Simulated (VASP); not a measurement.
# TiN (Fm-3m) in VASP: notebook

TiN is run at these levels: r2SCAN; tasks: single point, relaxation of cell and atoms.

Everything below comes from runs of VASP 6.6.1. Logs are shortened: lines on timing, memory, paths and dates and some standing lists are left out, and cuts for length are marked.

**1. The cell of the first run**

The structure is cubic, space group Fm-3m (No. 225). The conventional cell has a = 4.232 Å, b = 4.232 Å, c = 4.232 Å, α = 90.00°, β = 90.00°, γ = 90.00°. Within 2.8 Å of Ti (site symmetry m-3m) lie 6 N at 2.12 Å. N (site symmetry m-3m) has 6 Ti at 2.12 Å within 2.8 Å.

**2. Single point, r2SCAN**

Contents of POSCAR:

```
TiN
1.0
    0.0000000000      2.1162479299      2.1162479299
    2.1162479299      0.0000000000      2.1162479299
    2.1162479299      2.1162479299      0.0000000000
Ti N
1 1
Direct
    0.0000000000      0.0000000000      0.0000000000
    0.5000000000      0.5000000000      0.5000000000
```

Contents of INCAR.step1:

```
SYSTEM = TiN
PREC = Accurate ; ENCUT = 520
ISMEAR = 0 ; SIGMA = 0.1
LREAL = .FALSE. ; LASPH = .TRUE.
NELM = 60 ; NBANDS = 16
GGA = PE ; ALGO = Normal
EDIFF = 1E-4 ; LWAVE = .TRUE.
LCHARG = .FALSE.
```

Contents of INCAR.step2:

```
SYSTEM = TiN
PREC = Accurate ; ENCUT = 520
EDIFF = 1E-6 ; ISMEAR = 0
SIGMA = 0.1 ; LREAL = .FALSE.
LASPH = .TRUE. ; NELM = 60
ALGO = Normal ; ISIF = 2
LWAVE = .FALSE. ; LCHARG = .FALSE.
METAGGA = R2SCAN ; LMIXTAU = .TRUE.
NBANDS = 16 ; ISTART = 1
```

Contents of KPOINTS:

```
regular mesh
0
G
  18 18 18
  0 0 0
```

Potentials or basis: VASP PAW PBE potentials, release 64 (Ti_sv, N).

Started as:

```console
$ cat potpaw_PBE.64/Ti_sv/POTCAR potpaw_PBE.64/N/POTCAR > POTCAR
$ cp INCAR.step1 INCAR
$ mpirun -np 1 vasp_std > vasp.out
$ cp INCAR.step2 INCAR
$ mpirun -np 1 vasp_std > vasp.out
```

OUTCAR:

```text
SYSTEM = TiN
   PREC = Accurate
   ENCUT = 520
   EDIFF = 1E-6
   ISMEAR = 0
   LREAL = .FALSE.
   LASPH = .TRUE.
   NELM = 60
   ISIF = 2
   METAGGA = R2SCAN
   ISTART = 1

 ion  position               nearest neighbor table
   1  0.000  0.000  0.000-   2 2.12   2 2.12   2 2.12   2 2.12   2 2.12   2 2.12
   2  0.500  0.500  0.500-   1 2.12   1 2.12   1 2.12   1 2.12   1 2.12   1 2.12

  LATTYP: Found a face centered cubic cell.
 ALAT       =     4.2324958598

  Lattice vectors:

 A1 = (   0.0000000000,   2.1162479299,   2.1162479299)
 A2 = (   2.1162479299,   0.0000000000,   2.1162479299)
 A3 = (   2.1162479299,   2.1162479299,   0.0000000000)

Analysis of symmetry for initial positions (statically):
=====================================================================
 Subroutine PRICEL returns:
 Original cell was already a primitive cell.

 Routine SETGRP: Setting up the symmetry group for a
 face centered cubic supercell.

 Subroutine GETGRP returns: Found 48 space group operations
 (whereof 48 operations were pure point group operations)
 out of a pool of 48 trial point group operations.

The static configuration has the point symmetry O_h .

Analysis of symmetry for dynamics (positions and initial velocities):
=====================================================================
 Subroutine PRICEL returns:
 Original cell was already a primitive cell.

 Routine SETGRP: Setting up the symmetry group for a
 face centered cubic supercell.

 Subroutine GETGRP returns: Found 48 space group operations
 (whereof 48 operations were pure point group operations)
 out of a pool of 48 trial point group operations.

The dynamic configuration has the point symmetry O_h .

 Subroutine INISYM returns: Found 48 space group operations
 (whereof 48 operations are pure point group operations),
 and found     1 'primitive' translations

----------------------------------------------------------------------------------------

                                     Primitive cell

  volume of cell :      18.9553

  direct lattice vectors                    reciprocal lattice vectors
     0.000000000  2.116247930  2.116247930    -0.236267213  0.236267213  0.236267213
     2.116247930  0.000000000  2.116247930     0.236267213 -0.236267213  0.236267213
     2.116247930  2.116247930  0.000000000     0.236267213  0.236267213 -0.236267213

  length of vectors
     2.992826524  2.992826524  2.992826524     0.409226817  0.409226817  0.409226817

  position of ions in fractional coordinates (direct lattice)
     0.000000000  0.000000000  0.000000000
     0.500000000  0.500000000  0.500000000

  ion indices of the primitive-cell ions
   primitive index   ion index
                 1           1
                 2           2

----------------------------------------------------------------------------------------

 KPOINTS: regular mesh

Automatic generation of k-mesh.
 Grid dimensions read from file:
 generate k-points for:   18   18   18

 Generating k-lattice:

  Cartesian coordinates                     Fractional coordinates (reciprocal lattice)
    -0.013125956  0.013125956  0.013125956     0.055555556  0.000000000  0.000000000
     0.013125956 -0.013125956  0.013125956     0.000000000  0.055555556  0.000000000
     0.013125956  0.013125956 -0.013125956     0.000000000  0.000000000  0.055555556

  Length of vectors
     0.022734823  0.022734823  0.022734823

  Shift w.r.t. Gamma in fractional coordinates (k-lattice)
     0.000000000  0.000000000  0.000000000

 Subroutine IBZKPT returns following result:
 ===========================================

 Found    195 irreducible k-points:

 Following reciprocal coordinates:
            Coordinates               Weight
  0.000000  0.000000  0.000000      1.000000
  0.055556  0.000000  0.000000      8.000000
  0.111111  0.000000  0.000000      8.000000
  0.166667  0.000000  0.000000      8.000000
  0.222222  0.000000  0.000000      8.000000
  0.277778  0.000000  0.000000      8.000000
[... 16 lines left out ...]
 -0.277778  0.055556  0.000000     24.000000
 -0.222222  0.055556  0.000000     24.000000
 [... further k-points ...]
   k-points           NKPTS =    195   k-points in BZ     NKDIM =    195   number of bands    NBANDS=     16
   number of dos      NEDOS =    301   number of ions     NIONS =      2
   total plane-waves  NPLWV =  13824
   dimension x,y,z NGX =    24 NGY =   24 NGZ =   24
   dimension x,y,z NGXF=    48 NGYF=   48 NGZF=   48
   ions per type =               1   1
   NGX,Y,Z   is equivalent  to a cutoff of  13.33, 13.33, 13.33 a.u.
   NGXF,Y,Z  is equivalent  to a cutoff of  26.66, 26.66, 26.66 a.u.
 SYSTEM =  TiN
   PREC   = accura    normal or accurate (medium, high low for compatibility)
   ISTART =      1    job   : 0-new  1-cont  2-samecut
   ICHARG =      0    charge: 1-file 2-atom 10-const
   ISPIN  =      1    spin polarized calculation?
   LNONCOLLINEAR =      F non collinear calculations
   LSORBIT =      F    spin-orbit coupling
   LASPH  =      T    aspherical Exc in radial PAW
   ENCUT  =  520.0 eV  38.22 Ry    6.18 a.u.   5.56  5.56  5.56*2*pi/ulx,y,z
   NELM   =     60;   NELMIN=  2; NELMDL=  0     # of ELM steps
   EDIFF  = 0.1E-05   stopping-criterion for ELM
   LREAL  =      F    real-space projection
   EDIFFG = 0.1E-04   stopping-criterion for IOM
   NSW    =      0    number of steps for IOM
   IBRION =     -1    ionic relax: 0-MD 1-quasi-New 2-CG
   NFREE  =      0    steps in history (QN), initial steepest desc. (CG)
   ISIF   =      2    stress and relaxation
   ISYM   =      2    0-nonsym 1-usesym 2-fastsym
   POTIM  = 0.5000    time-step for ionic-motion
   TEBEG  =    0.0;   TEEND  =   0.0 temperature during run
   PSTRESS=    0.0 pullay stress
   NELECT =      17.0000    total number of electrons
   NUPDOWN=      -1.0000    fix difference up-down
   EMIN   =  10.00;   EMAX   =-10.00  energy-range for DOS
   EFERMI =   0.00;   METHOD = LEGACY
   ISMEAR =     0;   SIGMA  =   0.10  broadening in eV -4-tet -1-fermi 0-gaus
   EFERMI_NEDOS =   21; number of points for ismear=-14 and -15
   IALGO  =     38    algorithm
   IMIX   =      4    mixing-type and parameters
     AMIX     =   0.40;   BMIX     =  1.00
     AMIX_MAG =   1.60;   BMIX_MAG =  1.00
  volume/ion in A,a.u.               =       9.48        63.96
  Fermi-wavevector in a.u.,A,eV,Ry     =   1.578754  2.983413 33.912054  2.492466
  Thomas-Fermi vector in A             =   2.679237
   LORBIT       =      0    0 simple, 1 ext, 2 COOP (PROOUT), +10 PAW based schemes
   METAGGA = R2SCAN    functional components
   LHFCALC =     F    Hartree Fock is set to
   AEXX    =    0.0000 exact exchange contribution
   IVDW    =     0    specifies the selected vdW correction
   LEPSILON=     F    determine dielectric tensor
   LRPA    =     F    only Hartree local field effects (RPA)
 non-spin polarized calculation
 Gauss-broadening in eV      SIGMA  =   0.10
  energy-cutoff  :      520.00
  volume of cell :       18.96
 maximum number of plane-waves:       532
 NGX is ok and might be reduce to    24
   NGX = 11   NGY = 11   NGZ = 11

 number of electron      17.0000001 magnetization

 Free energy of the ion-electron system (eV)
  ---------------------------------------------------
  ext. energy  EPLUGINS =         0.00000000
  ---------------------------------------------------
  free energy    TOTEN  =       -26.01578159 eV

  energy without entropy =      -26.01165282  energy(sigma->0) =      -26.01371720

 E-fermi :  11.7455     XC(G=0): -13.9172

 val. band max:       11.7354467702   @ k =   0.1111   0.0556   0.0000
 cond. band min:      11.7562415339   @ k =   0.4444   0.2222   0.1111
 fundamental gap:      0.0207947637
 Fermi energy:        11.7454906620

 k-point     1 :       0.0000    0.0000    0.0000
  band No.  band energies     occupation
      1     -48.6162      2.00000
      2     -23.5486      2.00000
      3     -23.5485      2.00000
      4     -23.5485      2.00000
      5      -6.5592      2.00000
      6       9.3485      2.00000
[... 8 lines left out ...]
     15      25.6361      0.00000
     16      32.1177      0.00000

 k-point     2 :       0.0556    0.0000    0.0000
  band No.  band energies     occupation
      1     -48.6132      2.00000
      2     -23.5700      2.00000
      3     -23.5502      2.00000
      4     -23.5502      2.00000
      5      -6.4978      2.00000
      6       8.9957      2.00000
[... 8 lines left out ...]
     15      25.6740      0.00000
     16      32.0397      0.00000

 k-point     3 :       0.1111    0.0000    0.0000
  band No.  band energies     occupation
      1     -48.6045      2.00000
      2     -23.6315      2.00000
      3     -23.5551      2.00000
      4     -23.5550      2.00000
      5      -6.3185      2.00000
      6       8.2059      2.00000
[... 8 lines left out ...]
     15      25.7142      0.00000
     16      31.7709      0.00000

 k-point     4 :       0.1667    0.0000    0.0000
  band No.  band energies     occupation
      1     -48.5911      2.00000
      2     -23.7244      2.00000
      3     -23.5624      2.00000
      4     -23.5624      2.00000
      5      -6.0356      2.00000
      6       7.2537      2.00000
[... 8 lines left out ...]
     15      25.6121      0.00000
     16      31.2368      0.00000
[... 324 lines left out ...]
 k-point    22 :      -0.3333    0.0556    0.0000
  band No.  band energies     occupation
      1     -48.5339      2.00000
      2     -24.0893      2.00000
      3     -23.6147      2.00000
      4     -23.5865      2.00000
      5      -4.7021      2.00000
      6       4.2423      2.00000
[... 8 lines left out ...]
     15      25.4712      0.00000
     16      27.8660      0.00000

 k-point    23 :      -0.2778    0.0556    0.0000
  band No.  band energies     occupation
      1     -48.5495      2.00000
      2     -23.9896      2.00000
      3     -23.6073      2.00000
      4     -23.5760      2.00000
      5      -5.1000      2.00000
      6       4.9930      2.00000
[... 8 lines left out ...]
     15      25.2164      0.00000
     16      28.6460      0.00000

 k-point    24 :      -0.2222    0.0556    0.0000
  band No.  band energies     occupation
      1     -48.5667      2.00000
      2     -23.8772      2.00000
      3     -23.5973      2.00000
      4     -23.5659      2.00000
      5      -5.5081      2.00000
      6       5.8550      2.00000
[... 8 lines left out ...]
     15      25.2902      0.00000
     16      29.4812      0.00000

 [... further k-points ...]
[... 5 lines left out ...]
  --------------------------------------------------------------------------------------
  -------------------------------------------------------------------------------------
  Total        0.1788931      0.1788931      0.1788931      0.0000000     -0.0000000     -0.0000000
  in kB       15.1207884     15.1207884     15.1207884      0.0000000     -0.0000000     -0.0000000
  external PRESSURE =      15.1207884 kB  Pullay stress =       0.0000000 kB

 VOLUME and BASIS-vectors are now :
 -----------------------------------------------------------------------------
  energy-cutoff  :      520.00
  volume of cell :       18.96
      direct lattice vectors                 reciprocal lattice vectors
     0.000000000  2.116247930  2.116247930    -0.236267213  0.236267213  0.236267213
     2.116247930  0.000000000  2.116247930     0.236267213 -0.236267213  0.236267213
     2.116247930  2.116247930  0.000000000     0.236267213  0.236267213 -0.236267213

 POSITION                                       TOTAL-FORCE (eV/Angst)
 -----------------------------------------------------------------------------------
      0.00000      0.00000      0.00000         0.000000     -0.000000     -0.000000
      2.11625      2.11625      2.11625        -0.000000      0.000000      0.000000
 -----------------------------------------------------------------------------------
    total drift:                                0.000000     -0.000000     -0.000000

  FREE ENERGIE OF THE ION-ELECTRON SYSTEM (eV)
  ---------------------------------------------------
  free  energy   TOTEN  =       -26.0157815866 eV

  energy  without entropy=      -26.0116528210  energy(sigma->0) =      -26.01371720
```

Wall time 5.7 min (1 thread of AMD EPYC 7R43 (Zen 3), shared host); peak memory 0.16 GiB.

What came out:

* Free energy: -26.0158 eV
* Pressure: 1.5 GPa
* Band gap on the k mesh: zero (an odd number of electrons rules out a gap without spin polarisation)

Caveat: the PAW data sets were made with another functional, which shifts forces and pressure a little.

**3. Single point, r2SCAN**

This run uses another cell than the first one, of 9.51 Å³/atom.

Contents of POSCAR:

```
TiN
1.0
    0.0000000000      2.1190000000      2.1190000000
    2.1190000000      0.0000000000      2.1190000000
    2.1190000000      2.1190000000      0.0000000000
Ti N
1 1
Direct
    0.0000000000      0.0000000000      0.0000000000
    0.5000000000      0.5000000000      0.5000000000
```

Contents of INCAR.step1:

```
ALGO = Normal
EDIFF = 1E-4
ENCUT = 520
GGA = PE
ISMEAR = 0
LASPH = T
LCHARG = F
LREAL = F
LWAVE = T
NBANDS = 16
NELM = 60
PREC = Accurate
SIGMA = 0.1
```

Contents of INCAR.step2:

```
ALGO = Normal
EDIFF = 1E-6
ENCUT = 520
ISIF = 2
ISMEAR = 0
ISTART = 1
LASPH = T
LCHARG = F
LMIXTAU = T
LREAL = F
LWAVE = F
METAGGA = R2SCAN
NBANDS = 16
NELM = 60
PREC = Accurate
SIGMA = 0.1
```

Contents of KPOINTS:

```
k-points
0
Gamma
  8 8 8
```

Potentials or basis: VASP PAW PBE potentials, release 64 (Ti_sv, N).

Started as:

```console
$ cat potpaw_PBE.64/Ti_sv/POTCAR potpaw_PBE.64/N/POTCAR > POTCAR
$ cp INCAR.step1 INCAR
$ mpirun -np 1 vasp_std > vasp.out
$ cp INCAR.step2 INCAR
$ mpirun -np 1 vasp_std > vasp.out
```

Wall time 52 s (1 thread of AMD EPYC 7R43 (Zen 3), shared host); peak memory 0.11 GiB.

Results (log left out):

```yaml
Free_energy: -26.0043 eV
Pressure: 0.6 GPa
Band_gap_on_the_k_mesh: zero (an odd number of electrons rules out a gap without spin polarisation)
```

Levels at points of the mesh, in eV from the Fermi level:
```tsv
k point	band 5	band 6	band 7	band 8	band 9	band 10	band 11	band 12	band 13	band 14
(0.00, 0.00, 0.00)	-18.30	-2.41	-2.41	-2.41	-0.63	-0.63	-0.63	0.57	0.57	5.87
(0.50, 0.00, 0.00)	-15.85	-8.54	-5.94	-5.94	1.73	1.73	2.43	5.93	5.93	6.44
(0.50, 0.50, 0.00)	-16.94	-6.30	-3.65	-3.65	-3.12	1.66	2.43	2.43	3.70	11.18
```

Caveat: the PAW data sets were made with another functional, which shifts forces and pressure a little.

(Continued in part 2 of 2.)
